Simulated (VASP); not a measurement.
# GaN: single point with PBE

Crystal: GaN.

```
Ga N
1.0
     0.00000    2.13920    2.13920
     2.13920    0.00000    2.13920
     2.13920    2.13920    0.00000
Ga N
1 1
Direct
  0.00000 0.00000 0.00000
  0.25000 0.25000 0.25000
```

This cell differs from its parent crystal: strain -4.9%.

```json
{"Program": "VASP 6.6.1", "Task": "single point", "Functional": "PBE", "Potentials or basis": "VASP PAW PBE potentials, release 64 (Ga_d, N)", "Cutoff": "520 eV", "k mesh": "10 × 10 × 10", "Occupations": "fermi-dirac, width 0.02 eV", "Spin": "no spin polarisation", "Dipole correction": "no", "Further INCAR settings": "ALGO = Normal; EDIFF = 1e-07; NBANDS = 16"}
```

```yaml
Pressure: 46.9 GPa
Band_gap_on_the_k_mesh: 2.73 eV, direct
```

Levels at points of the mesh, in eV from the valence-band top:
| k point | band 6 | band 7 | band 8 | band 9 | band 10 | band 11 | band 12 | band 13 |
| --- | --- | --- | --- | --- | --- | --- | --- | --- |
| (0.00, 0.00, 0.00) | -13.17 | 0.00 | 0.00 | 0.00 | 2.73 | 11.30 | 11.30 | 11.30 |
| (0.50, 0.00, 0.00) | -11.90 | -8.16 | -1.18 | -1.18 | 5.73 | 9.49 | 11.17 | 11.17 |
| (0.50, 0.50, 0.00) | -11.52 | -6.81 | -3.31 | -3.31 | 3.38 | 7.55 | 12.93 | 15.68 |

It took 14 s on 1 thread of Intel(R) Xeon(R) Platinum 8259CL CPU @ 2.50GHz (Skylake/Cascade Lake) (shared host), peak memory 0.14 GiB.

Caveat: the cell differs from its parent crystal (strain -4.9%).
